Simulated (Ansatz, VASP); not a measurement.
# One calculation of CsSi6P8, two programs

```
CELL_PARAMETERS angstrom
0.00000 5.18173 5.18173
5.18173 0.00000 5.18173
5.18173 5.18173 0.00000
ATOMIC_POSITIONS crystal
Cs 0.50000 0.50000 0.50000
Si 0.50000 0.00000 0.50000
Si 0.50000 0.00000 0.00000
Si 0.00000 0.00000 0.50000
Si 0.00000 0.50000 0.00000
Si 0.00000 0.50000 0.50000
Si 0.50000 0.50000 0.00000
P 0.85757 0.42729 0.85757
P 0.14243 0.14243 0.14243
P 0.85757 0.85757 0.85757
P 0.57271 0.14243 0.14243
P 0.85757 0.85757 0.42729
P 0.42729 0.85757 0.85757
P 0.14243 0.14243 0.57271
P 0.14243 0.57271 0.14243
```

Alike in both runs: task relaxation of cell and atoms; functional PBE; k mesh 4 × 4 × 4; occupations gaussian, width 0.1 eV; no spin polarisation.

|  | VASP | Ansatz |
| --- | --- | --- |
| version | VASP 6.6.1 | Ansatz 0.2.0 |
| potentials or method | VASP PAW PBE potentials, release 64 (Cs_sv, Si, P), cutoff 600 eV | scalar-relativistic, plane waves, PAW |
| valence electrons in the cell | 73 | 73 |

```csv
,VASP,Ansatz,Ansatz less VASP
"gap on the k mesh at the Fermi level, each at its own relaxed structure (eV)",none,none,-
relaxed volume (Å³/atom),22.01,21.97,-0.039
relaxed cell length with the largest relative difference (Å),7.758,7.753,-0.0046
```

A gap of «none» marks a metal or a gap that the smearing closes.

Spin-orbit coupling is off throughout. Noted on VASP's run: the volume moved by over 15 % at a fixed basis, so the end points are rough.
